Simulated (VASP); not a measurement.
Input of a VASP 6.6.1 run:

Contents of INCAR:

```
SYSTEM = TaN
PREC = Accurate
ENCUT = 520
EDIFF = 1E-6
ISMEAR = 0
SIGMA = 0.15
LREAL = .False.
LASPH = .True.
NELM = 60
ALGO = Normal
ISIF = 2
LWAVE = .False.
LCHARG = .False.
GGA = PE
NBANDS = 24
```

KPOINTS

```
regular mesh
0
Gamma
  18 18 10
  0 0 0
```

The input POSCAR:

```
TaN
1.0
    2.8041618203      0.0000000000      0.0000000000
   -1.4020809101      2.4284753727      0.0000000000
    0.0000000000      0.0000000000      4.9180000000
Ta N
2 2
Direct
    0.0000000000      0.0000000000      0.0000000000
    0.0000000000      0.0000000000      0.5000000000
    0.3333333333      0.6666666667      0.2500000000
    0.6666666667      0.3333333333      0.7500000000
```

Potentials or basis: VASP PAW PBE potentials, release 64 (Ta_pv, N).

Command:

```console
$ cat potpaw_PBE.64/Ta_pv/POTCAR potpaw_PBE.64/N/POTCAR > POTCAR
$ mpirun -np 1 vasp_std > vasp.out
```

Q: What does it give for the pressure?

A: 172.8 GPa.

Q: What does it give for the band gap on the k mesh?

A: Zero (bands 16 and 17 overlap by 2.04 eV).

Stress tensor (GPa, compression positive):
```
132.70   0.00   0.00
  0.00 132.70   0.00
  0.00   0.00 252.98
```

Caveat: the cell differs from its parent crystal (strain -0.080 along x and y, +0.000 along z); the cell stands under pressure; spin-orbit coupling is left out, which moves the levels of the heavy elements.
